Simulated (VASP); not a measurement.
Set up this calculation in VASP 6.6.1, as the native input.

```yaml
Task: single point
Functional: LDA
Potentials_or_basis: VASP PAW LDA potentials, release 64 (Pb_d, S)
Cutoff: 500 eV
k_mesh: 12 × 12 × 12
Occupations: gaussian, width 0.03 eV
Spin: no spin polarisation
Dipole_correction: no
Further_INCAR_settings: ALGO = Normal; EDIFF = 1e-06; NBANDS = 17
```

The structure of PbS lies in POSCAR:

```
PbS
1.0
    0.0000000000      2.9278869746      2.9278869746
    2.9278869746      0.0000000000      2.9278869746
    2.9278869746      2.9278869746      0.0000000000
Pb S
1 1
Direct
    0.0000000000      0.0000000000      0.0000000000
    0.5000000000      0.5000000000      0.5000000000
```

The input as run:

INCAR

```
SYSTEM = PbS
ALGO = Normal ; EDIFF = 1E-6
ENCUT = 500 ; GGA_COMPAT = .False.
ISIF = 2 ; ISMEAR = 0
LASPH = .True. ; LCHARG = .True.
LELF = .True. ; LREAL = .False.
LVHAR = .True. ; LWAVE = .False.
NBANDS = 17 ; NELM = 120
PREC = Accurate ; SIGMA = 0.03
```

KPOINTS

```
k-points
0
Gamma
  12 12 12
  0 0 0
```

Potentials or basis: VASP PAW LDA potentials, release 64 (Pb_d, S).

Run with:

```bash
$ cat potpaw_LDA.64/Pb_d/POTCAR potpaw_LDA.64/S/POTCAR > POTCAR
$ mpirun -np 1 vasp_std > vasp.out
```

It gave:

```json
{
  "Pressure": "-0.3 GPa",
  "Band gap on the k mesh": "0.06 eV"
}
```

Caveat: spin-orbit coupling is left out, which moves the levels of the heavy elements.

It took 45 s on 1 thread of Intel(R) Xeon(R) Platinum 8259CL CPU @ 2.50GHz (Skylake/Cascade Lake) (shared host), peak memory 0.18 GiB.
